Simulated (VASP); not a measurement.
Input of a VASP 6.6.1 run:

INCAR

```
PREC = Accurate ; ENCUT = 500
EDIFF = 1E-6 ; ISMEAR = 1
SIGMA = 0.3 ; LREAL = F
LASPH = T ; NELM = 120
ALGO = Normal ; ISIF = 2
LWAVE = F ; LCHARG = F
GGA = PE ; IVDW = 13
NBANDS = 9 ; GGA_COMPAT = F
```

Contents of KPOINTS:

```
Automatic mesh
0
Gamma
  7 7 7
  0.5 0.5 0.5
```

File POSCAR:

```
S
1.0
    1.6385000000      0.9459880000      0.8613330000
   -1.6385000000      0.9459880000      0.8613330000
    0.0000000000     -1.8919770000      0.8613330000
S
1
Direct
    0.0000000000      0.0000000000      0.0000000000
```

Potentials or basis: VASP PAW PBE potentials, release 64 (S).

Launch:

```console
$ cat potpaw_PBE.64/S/POTCAR > POTCAR
$ mpirun -np 1 vasp_std > vasp.out
```

(1) Estimate the pressure.

(2) Predict the band gap on the k mesh.

(3) Estimate the dispersion energy per atom.

Results:

(1) 198.8 GPa.

(2) zero (band 3 reaches 26.67 eV, above the bottom of band 4 at 15.16 eV).

(3) -0.741 eV.

Caveat: the k points lie up to 0.47 Å⁻¹ apart; pairwise dispersion overbinds metals, which lowers pressure and volume.
